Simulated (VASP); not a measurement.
# Al (P6_3/mmc) in VASP: further runs

Aim: see how the results for Al move with the level of theory and the settings. Levels: PBE-based screened hybrid with 25 % exact exchange, PBEsol-based screened hybrid with 25 % exact exchange, PBE0, HSE06. Tasks: relaxation of cell and atoms, single point.

Everything below comes from runs of VASP 6.6.1. Logs are shortened: lines on timing, memory, paths and dates and some standing lists are left out, and cuts for length are marked.

## 1. The cell of the first run

It takes space group P6_3/mmc (No. 194, hexagonal). Conventional cell: a = 2.812 Å, b = 2.812 Å, c = 4.867 Å, α = 90.00°, β = 90.00°, γ = 120.00°. Within 3.7 Å of Al (site symmetry -6m2) lie 12 Al at 2.81 to 2.93 Å.

This isn't the form of Al at room conditions, which is fcc.

## 2. Relaxation of cell and atoms, PBE-based screened hybrid with 25 % exact exchange

Contents of POSCAR:

```
Al
1.0
    2.8124553515      0.0000000000      0.0000000000
   -1.4062276757      2.4356577814      0.0000000000
    0.0000000000      0.0000000000      4.8668500000
Al
2
Direct
    0.3333333333      0.6666666667      0.2500000000
    0.6666666667      0.3333333333      0.7500000000
```

Contents of INCAR.step1:

```
PREC     = Accurate       # precision mode
ENCUT    = 600            # plane-wave cutoff, eV
EDIFF    = 1E-5           # SCF threshold, eV
ISMEAR   = -1             # smearing method
SIGMA    = 0.05           # smearing width, eV
LREAL    = F              # projectors in reciprocal space
LASPH    = T              # aspherical terms in the spheres
NELM     = 100            # most SCF steps
ALGO     = Normal         # electronic algorithm
LWAVE    = T              # write WAVECAR
LCHARG   = F              # write CHGCAR
GGA      = PE             # functional
NBANDS   = 10             # bands
```

Contents of INCAR.step2:

```
PREC     = Accurate       # precision mode
ENCUT    = 600            # plane-wave cutoff, eV
EDIFF    = 1E-7           # SCF threshold, eV
ISMEAR   = -1             # smearing method
SIGMA    = 0.05           # smearing width, eV
LREAL    = F              # projectors in reciprocal space
LASPH    = T              # aspherical terms in the spheres
NELM     = 100            # most SCF steps
ALGO     = Normal         # electronic algorithm
ISIF     = 3              # what is computed and relaxed
LWAVE    = F              # write WAVECAR
LCHARG   = F              # write CHGCAR
GGA      = PE             # functional
LHFCALC  = T              # exact exchange
AEXX     = 0.25           # exact-exchange fraction
HFSCREEN = 0.3            # screening, 1/A
PRECFOCK = Normal       
IBRION   = 2              # ionic algorithm
NSW      = 60             # ionic steps
EDIFFG   = -0.01          # ionic threshold
ISTART   = 1
```

Contents of KPOINTS:

```
regular mesh
0
Gamma
  6 6 3
```

Potentials or basis: VASP PAW PBE potentials, release 64 (Al).

Started as:

```bash
cat potpaw_PBE.64/Al/POTCAR > POTCAR
cp INCAR.step1 INCAR
mpirun -np 1 vasp_std > vasp.out
cp INCAR.step2 INCAR
mpirun -np 1 vasp_std > vasp.out
```

OUTCAR:

```text
PREC = Accurate
   ENCUT = 600
   EDIFF = 1E-7
   ISMEAR = -1
   LREAL = F
   LASPH = T
   NELM = 100
   ISIF = 3
   GGA = PE
   LHFCALC = T
   AEXX = 0.25
   HFSCREEN = 0.3
   PRECFOCK = Normal
   IBRION = 2
   NSW = 60
   EDIFFG = -0.01
   ISTART = 1

 ion  position               nearest neighbor table
   1  0.333  0.667  0.250-   2 2.93   2 2.93   2 2.93   2 2.93   2 2.93   2 2.93
   2  0.667  0.333  0.750-   1 2.93   1 2.93   1 2.93   1 2.93   1 2.93   1 2.93

  LATTYP: Found a hexagonal cell.
 ALAT       =     2.8124553515
 C/A-ratio  =     1.7304630267

  Lattice vectors:

 A1 = (   2.8124553515,   0.0000000000,   0.0000000000)
 A2 = (  -1.4062276757,   2.4356577814,   0.0000000000)
 A3 = (   0.0000000000,   0.0000000000,   4.8668500000)

Analysis of symmetry for initial positions (statically):
=====================================================================
 Subroutine PRICEL returns:
 Original cell was already a primitive cell.

 Routine SETGRP: Setting up the symmetry group for a
 hexagonal supercell.

 Subroutine GETGRP returns: Found 24 space group operations
 (whereof 12 operations were pure point group operations)
 out of a pool of 24 trial point group operations.

The static configuration has the point symmetry D_3d.
 The point group associated with its full space group is D_6h.

Analysis of symmetry for dynamics (positions and initial velocities):
=====================================================================
 Subroutine PRICEL returns:
 Original cell was already a primitive cell.

 Routine SETGRP: Setting up the symmetry group for a
 hexagonal supercell.

 Subroutine GETGRP returns: Found 24 space group operations
 (whereof 12 operations were pure point group operations)
 out of a pool of 24 trial point group operations.

The dynamic configuration has the point symmetry D_3d.
 The point group associated with its full space group is D_6h.

 Subroutine INISYM returns: Found 24 space group operations
 (whereof 12 operations are pure point group operations),
 and found     1 'primitive' translations

----------------------------------------------------------------------------------------

                                     Primitive cell

  volume of cell :      33.3388

  direct lattice vectors                    reciprocal lattice vectors
     2.812455352  0.000000000  0.000000000     0.355561200  0.205283355  0.000000000
    -1.406227676  2.435657781  0.000000000     0.000000000  0.410566709  0.000000000
     0.000000000  0.000000000  4.866850000     0.000000000  0.000000000  0.205471712

  length of vectors
     2.812455352  2.812455351  4.866850000     0.410566709  0.410566709  0.205471712

  position of ions in fractional coordinates (direct lattice)
     0.333333333  0.666666667  0.250000000
     0.666666667  0.333333333  0.750000000

  ion indices of the primitive-cell ions
   primitive index   ion index
                 1           1
                 2           2

----------------------------------------------------------------------------------------

 KPOINTS: regular mesh

Automatic generation of k-mesh.
 Grid dimensions read from file:
 generate k-points for:    6    6    3

 Generating k-lattice:

  Cartesian coordinates                     Fractional coordinates (reciprocal lattice)
     0.059260200  0.034213892  0.000000000     0.166666667  0.000000000  0.000000000
     0.000000000  0.068427785  0.000000000     0.000000000  0.166666667  0.000000000
     0.000000000  0.000000000  0.068490571     0.000000000  0.000000000  0.333333333

  Length of vectors
     0.068427785  0.068427785  0.068490571

  Shift w.r.t. Gamma in fractional coordinates (k-lattice)
     0.000000000  0.000000000  0.000000000

 Subroutine IBZKPT returns following result:
 ===========================================

 Found     14 irreducible k-points:

 Following reciprocal coordinates:
            Coordinates               Weight
  0.000000  0.000000  0.000000      1.000000
  0.166667  0.000000  0.000000      6.000000
  0.333333  0.000000  0.000000      6.000000
  0.500000 -0.000000  0.000000      3.000000
  0.166667  0.166667  0.000000      6.000000
  0.333333  0.166667  0.000000     12.000000
  0.333333  0.333333  0.000000      2.000000
  0.000000  0.000000  0.333333      2.000000
  0.166667  0.000000  0.333333     12.000000
  0.333333  0.000000  0.333333     12.000000
  0.500000 -0.000000  0.333333      6.000000
  0.166667  0.166667  0.333333     12.000000
  0.333333  0.166667  0.333333     24.000000
  0.333333  0.333333  0.333333      4.000000
   k-points           NKPTS =     14   k-points in BZ     NKDIM =    108   number of bands    NBANDS=      7
   number of dos      NEDOS =    301   number of ions     NIONS =      2
   total plane-waves  NPLWV =  23040
   dimension x,y,z NGX =    24 NGY =   24 NGZ =   40
   dimension x,y,z NGXF=    48 NGYF=   48 NGZF=   80
   ions per type =               2
   NGX,Y,Z   is equivalent  to a cutoff of  14.19, 14.19, 13.66 a.u.
   NGXF,Y,Z  is equivalent  to a cutoff of  28.37, 28.37, 27.33 a.u.
 SYSTEM =  unknown system
   PREC   = accura    normal or accurate (medium, high low for compatibility)
   ISTART =      1    job   : 0-new  1-cont  2-samecut
   ICHARG =      0    charge: 1-file 2-atom 10-const
   ISPIN  =      1    spin polarized calculation?
   LNONCOLLINEAR =      F non collinear calculations
   LSORBIT =      F    spin-orbit coupling
   LASPH  =      T    aspherical Exc in radial PAW
   ENCUT  =  600.0 eV  44.10 Ry    6.64 a.u.   5.62  5.62  9.72*2*pi/ulx,y,z
   NELM   =    100;   NELMIN=  2; NELMDL=  0     # of ELM steps
   EDIFF  = 0.1E-06   stopping-criterion for ELM
   LREAL  =      F    real-space projection
   EDIFFG = -.1E-01   stopping-criterion for IOM
   NSW    =     60    number of steps for IOM
   IBRION =      2    ionic relax: 0-MD 1-quasi-New 2-CG
   NFREE  =      1    steps in history (QN), initial steepest desc. (CG)
   ISIF   =      3    stress and relaxation
   ISYM   =      3    0-nonsym 1-usesym 2-fastsym
   POTIM  = 0.5000    time-step for ionic-motion
   TEBEG  =    0.0;   TEEND  =   0.0 temperature during run
   PSTRESS=    0.0 pullay stress
   NELECT =       6.0000    total number of electrons
   NUPDOWN=      -1.0000    fix difference up-down
   EMIN   =  10.00;   EMAX   =-10.00  energy-range for DOS
   EFERMI =   0.00;   METHOD = LEGACY
   ISMEAR =    -1;   SIGMA  =   0.05  broadening in eV -4-tet -1-fermi 0-gaus
   EFERMI_NEDOS =   21; number of points for ismear=-14 and -15
   IALGO  =     38    algorithm
   IMIX   =      1    mixing-type and parameters
     AMIX     =   0.40;   BMIX     =  1.00
     AMIX_MAG =   1.60;   BMIX_MAG =  1.00
  volume/ion in A,a.u.               =      16.67       112.49
  Fermi-wavevector in a.u.,A,eV,Ry     =   0.924291  1.746656 11.623640  0.854313
  Thomas-Fermi vector in A             =   2.050021
   LORBIT       =      0    0 simple, 1 ext, 2 COOP (PROOUT), +10 PAW based schemes
   GGA     = PE    functional components
   LHFCALC =     T    Hartree Fock is set to
   PRECFOCK=normal    Normal, Fast or Accurate (Low or Medium for compatibility)
   ENCUT4O =  -1.0   cutoff for four orbital integrals eV
   NKREDX  =     1    reduce k-point grid by
   NKREDY  =     1    reduce k-point grid by
   NKREDZ  =     1    reduce k-point grid by
   AEXX    =    0.2500 exact exchange contribution
   HFSCREEN=    0.3000 screening length (either q_TF or 0.3 A-1)
   HFSCREENC=   0.3000 screening length for correlation (either q_TF or 0.3 A-1)
   ENCUTFOCK=  -1.0 apply spherical cutoff to Coloumb kernel
   IVDW    =     0    specifies the selected vdW correction
   LEPSILON=     F    determine dielectric tensor
   LRPA    =     F    only Hartree local field effects (RPA)
 conjugate gradient relaxation of ions
 non-spin polarized calculation
  energy-cutoff  :      600.00
  volume of cell :       33.34
 maximum number of plane-waves:      1135
 NGX is ok and might be reduce to    24
  NGX = 18; NGY = 18; NGZ = 30

--------------------------------------- Ionic step        1  -------------------------------------------

 number of electron       6.0000000 magnetization

 Free energy of the ion-electron system (eV)
  ---------------------------------------------------
  ext. energy  EPLUGINS =         0.00000000
  ---------------------------------------------------
  free energy    TOTEN  =        -7.81182619 eV

  energy without entropy =       -7.80093828  energy(sigma->0) =       -7.80638224

------------------------ aborting loop because EDIFF is reached ----------------------------------------

  FORCE on cell =-STRESS in cart. coord.  units (eV):
  Direction    XX          YY          ZZ          XY          YZ          ZX
  --------------------------------------------------------------------------------------
  -------------------------------------------------------------------------------------
  Total        0.9269606      0.9269606     -0.9710561      0.0000000      0.0000000      0.0000000
  in kB       44.5473610     44.5473610    -46.6664781      0.0000000      0.0000000      0.0000000
  external PRESSURE =      14.1427480 kB  Pullay stress =       0.0000000 kB
[... 89 lines left out ...]
  FREE ENERGIE OF THE ION-ELECTRON SYSTEM (eV)
  ---------------------------------------------------
  free  energy   TOTEN  =        -7.8725118432 eV

  energy  without entropy=       -7.8573183344  energy(sigma->0) =       -7.86491509

[... ionic steps 4 to 9 ...]

--------------------------------------- Ionic step       10  -------------------------------------------

 number of electron       6.0000000 magnetization

------------------------ aborting loop because EDIFF is reached ----------------------------------------

  FORCE on cell =-STRESS in cart. coord.  units (eV):
  Direction    XX          YY          ZZ          XY          YZ          ZX
  --------------------------------------------------------------------------------------
  -------------------------------------------------------------------------------------
  Total       -0.0054064     -0.0054064     -0.0430455     -0.0000000      0.0000000      0.0000000
  in kB       -0.2591819     -0.2591819     -2.0635965     -0.0000000      0.0000000      0.0000000
  external PRESSURE =      -0.8606534 kB  Pullay stress =       0.0000000 kB
[... 57 lines left out ...]
  energy  without entropy=       -7.8910092026  energy(sigma->0) =       -7.89738363

--------------------------------------- Ionic step       12  -------------------------------------------

 number of electron       6.0000000 magnetization

 Free energy of the ion-electron system (eV)
  ---------------------------------------------------
  ext. energy  EPLUGINS =         0.00000000
  ---------------------------------------------------
  free energy    TOTEN  =        -7.90376384 eV

  energy without entropy =       -7.89101952  energy(sigma->0) =       -7.89739168

 E-fermi :   7.9297     XC(G=0):  -8.5352

 val. band max:        7.7060261419   @ k =   0.3333   0.1667   0.0000
 cond. band min:       7.9954950652   @ k =   0.3333   0.1667   0.3333
 fundamental gap:      0.2894689233
 Fermi energy:         7.9296694191

 k-point     1 :       0.0000    0.0000    0.0000
  band No.  band energies     occupation
      1      -4.5227      2.00000
      2       3.0927      2.00000
      3       3.7216      2.00000
      4      18.3497      0.00000
      5      18.3497      0.00000
      6      18.9721      0.00000
      7      18.9721      0.00000
[... 157 lines left out ...]
  FREE ENERGIE OF THE ION-ELECTRON SYSTEM (eV)
  ---------------------------------------------------
  free  energy   TOTEN  =        -7.9037638422 eV

  energy  without entropy=       -7.8910195151  energy(sigma->0) =       -7.89739168

 reached required accuracy - stopping structural energy minimisation
```

It took 29 min on 1 thread of Intel Xeon Platinum 8259CL at 2.50GHz (Skylake/Cascade Lake), shared host; peak memory 0.26 GiB.

What came out:

```yaml
Free_energy: -7.9038 eV
Relaxed_volume: 16.70 Å³/atom
Relaxed_cell: a = 2.915 Å, b = 2.915 Å, c = 4.540 Å, α = 90.00°, β = 90.00°, γ = 120.00°
Space_group_after_relaxing_to_0.1_Å: P6_3/mmc (No. 194)
Energy_gained_by_relaxing: 46.0 meV/atom
Ionic_steps: 12
Pressure_after_relaxing: 0.0 GPa
Band_gap_on_the_k_mesh: zero (bands 3 and 4 overlap by 4.86 eV)
```

Step by step:
```
step  energy change (eV)  largest force (eV/Å)  pressure (GPa)  volume (Å³)
   1              0.0000                0.0000            1.41        33.34
   2             -0.0347                0.0000           -1.04        34.03
   3             -0.0607                0.0000           -2.57        34.43
   4             -0.0609                0.0000           -3.37        35.18
   5             -0.0765                0.0000           -3.14        34.78
   6             -0.0477                0.0000            1.44        33.17
   7             -0.0850                0.0000           -1.89        34.28
   8             -0.0915                0.0000            0.43        33.20
   9             -0.0919                0.0000           -0.05        33.40
  10             -0.0919                0.0000           -0.09        33.42
  11             -0.0919                0.0000            0.00        33.39
  12             -0.0919                0.0000           -0.03        33.40
```

Final structure:
```
Al
1.0
     2.91475    0.00000    0.00000
    -1.45737    2.52425    0.00000
     0.00000    0.00000    4.53965
Al
2
Cartesian
  0.0000 1.6828 1.1349
  1.4574 0.8414 3.4047
```

Levels at points of the mesh, in eV from the Fermi level:
| k point | band 1 | band 2 | band 3 | band 4 | band 5 | band 6 | band 7 |
| --- | --- | --- | --- | --- | --- | --- | --- |
| (0.00, 0.00, 0.00) | -12.45 | -4.84 | -4.21 | 10.42 | 10.42 | 11.04 | 11.04 |
| (0.50, 0.00, 0.00) | -6.21 | -5.87 | 0.64 | 1.71 | 1.72 | 2.24 | 5.41 |

Caveat: the k points lie up to 0.46 Å⁻¹ apart in the final cell, too coarse for converged energies and pressures of a metal; the PAW data sets were made with another functional, which shifts forces and pressure a little.

## 3. Relaxation of cell and atoms, PBEsol-based screened hybrid with 25 % exact exchange

POSCAR is that of step 2.

Contents of INCAR.step1:

```
SYSTEM = Al
PREC = Accurate ; ENCUT = 600
EDIFF = 1E-5 ; ISMEAR = -1
SIGMA = 0.05 ; LREAL = .FALSE.
LASPH = .TRUE. ; NELM = 60
ALGO = Normal ; LWAVE = .TRUE.
LCHARG = .FALSE. ; GGA = PE
NBANDS = 10
```

Contents of INCAR.step2:

```
SYSTEM = Al
PREC = Accurate ; ENCUT = 600
EDIFF = 1E-6 ; ISMEAR = -1
SIGMA = 0.05 ; LREAL = .FALSE.
LASPH = .TRUE. ; NELM = 60
ALGO = Normal ; ISIF = 3
LWAVE = .FALSE. ; LCHARG = .FALSE.
GGA = PS ; LHFCALC = .TRUE.
AEXX = 0.25 ; HFSCREEN = 0.207
PRECFOCK = Normal ; IBRION = 2
NSW = 60 ; EDIFFG = -0.01
ISTART = 1
```

Contents of KPOINTS:

```
regular mesh
0
G
  6 6 3
  0 0 0
```

Potentials or basis: VASP PAW PBE potentials, release 64 (Al).

Started as:

```bash
cat potpaw_PBE.64/Al/POTCAR > POTCAR
cp INCAR.step1 INCAR
mpirun -np 1 vasp_std > vasp.out
cp INCAR.step2 INCAR
mpirun -np 1 vasp_std > vasp.out
```

It took 22 min on 1 thread of Intel Xeon Platinum 8259CL at 2.50GHz (Skylake/Cascade Lake), shared host; peak memory 0.26 GiB.

The run converged. Its results:

```yaml
Free_energy: -8.5094 eV
Relaxed_volume: 16.46 Å³/atom
Relaxed_cell: a = 2.900 Å, b = 2.900 Å, c = 4.520 Å, α = 90.00°, β = 90.00°, γ = 120.00°
Space_group_after_relaxing_to_0.1_Å: P6_3/mmc (No. 194)
Energy_gained_by_relaxing: 48.3 meV/atom
Ionic_steps: 9
Pressure_after_relaxing: 0.0 GPa
Band_gap_on_the_k_mesh: zero (bands 3 and 4 overlap by 5.03 eV)
```

The path:
| step | energy change (eV) | largest force (eV/Å) | pressure (GPa) | volume (Å³) |
| --- | --- | --- | --- | --- |
| 1 | 0.0000 | 0.0000 | 0.27 | 33.34 |
| 2 | -0.0378 | 0.0000 | -0.97 | 33.45 |
| 3 | -0.0877 | 0.0000 | -1.21 | 33.51 |
| 4 | -0.0842 | 0.0000 | -1.64 | 33.50 |
| 5 | -0.0939 | 0.0000 | -1.47 | 33.51 |
| 6 | -0.0943 | 0.0000 | 0.90 | 32.62 |
| 7 | -0.0962 | 0.0000 | -0.26 | 33.04 |
| 8 | -0.0964 | 0.0000 | 0.19 | 32.82 |
| 9 | -0.0967 | 0.0000 | 0.01 | 32.91 |

Final structure:
```
Al
1.0
     2.89957    0.00000    0.00000
    -1.44978    2.51110    0.00000
     0.00000    0.00000    4.52026
Al
2
Direct
  0.33333 0.66667 0.25000
  0.66667 0.33333 0.75000
```

Levels at points of the mesh, in eV from the Fermi level:
```tsv
k point	band 1	band 2	band 3	band 4	band 5	band 6	band 7
(0.00, 0.00, 0.00)	-12.78	-5.03	-4.36	10.70	10.70	11.27	11.27
(0.50, 0.00, 0.00)	-6.42	-6.11	0.65	1.74	1.79	2.34	5.62
```

Caveat: the k points lie up to 0.46 Å⁻¹ apart in the final cell, too coarse for converged energies and pressures of a metal; the PAW data sets were made with another functional, which shifts forces and pressure a little.

[end of part 1 of 2]

The gap in the log of VASP goes by the Fermi energy; the results here count the filled bands.